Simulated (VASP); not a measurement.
Set up this calculation in VASP 6.6.1, as the native input.

- Task: single point
- Functional: PBE
- Potentials or basis: VASP PAW PBE potentials, release 64 (Mg, Se, Hg)
- Cutoff: 520 eV
- k mesh: 6 × 6 × 4
- Occupations: fermi-dirac, width 0.02 eV
- Spin: non-collinear spin, zero start, spin-orbit coupling
- Starting moments: [[0.0, 0.0, 0.0], [0.0, 0.0, 0.0], [0.0, 0.0, 0.0], [0.0, 0.0, 0.0]] μB
- Dipole correction: no
- Further INCAR settings: ALGO = Normal; EDIFF = 1e-06; NBANDS = 40

The structure of MgHgSe2 lies in POSCAR:

```
MgHgSe2
1.0
    4.3138610695      0.0000000000      0.0000000000
    0.0000000000      4.3138610695      0.0000000000
    0.0000000000      0.0000000000      5.9854478202
Mg Se Hg
1 2 1
Direct
    0.0000000000      0.0000000000      0.0000000000
    0.0000000000      0.5000000000      0.2354752525
    0.5000000000      0.0000000000      0.7645247475
    0.5000000000      0.5000000000      0.5000000000
```

These files were run (other wordings do the same):

INCAR

```
ALGO = Normal
EDIFF = 1E-6
ENCUT = 520
GGA = PE
GGA_COMPAT = F
ISIF = 2
ISMEAR = -1
LASPH = T
LCHARG = F
LNONCOLLINEAR = T
LORBIT = 11
LORBMOM = T
LREAL = F
LSORBIT = T
LWAVE = F
MAGMOM = 0 0 0 0 0 0 0 0 0 0 0 0
NBANDS = 40
NELM = 150
PREC = Accurate
SIGMA = 0.02
```

KPOINTS

```
k-points
0
Gamma
  6 6 4
```

Potentials or basis: VASP PAW PBE potentials, release 64 (Mg, Se, Hg).

The run is started by

```console
$ cat potpaw_PBE.64/Mg/POTCAR potpaw_PBE.64/Se/POTCAR potpaw_PBE.64/Hg/POTCAR > POTCAR
$ mpirun -np 1 vasp_ncl > vasp.out
```

It gave:

```
Pressure                                              : 1.3 GPa
Largest force                                         : 0.039 eV/Å
Net moment                                            : 0.00 μB per cell
Valence electrons inside the program's atomic spheres : Mg 0.34; Se 3.87; Hg 10.48
```

Wall time 5 min on 1 thread of Intel(R) Xeon(R) Platinum 8259CL CPU @ 2.50GHz (Skylake/Cascade Lake), with other jobs on the host, peak memory 0.56 GiB.
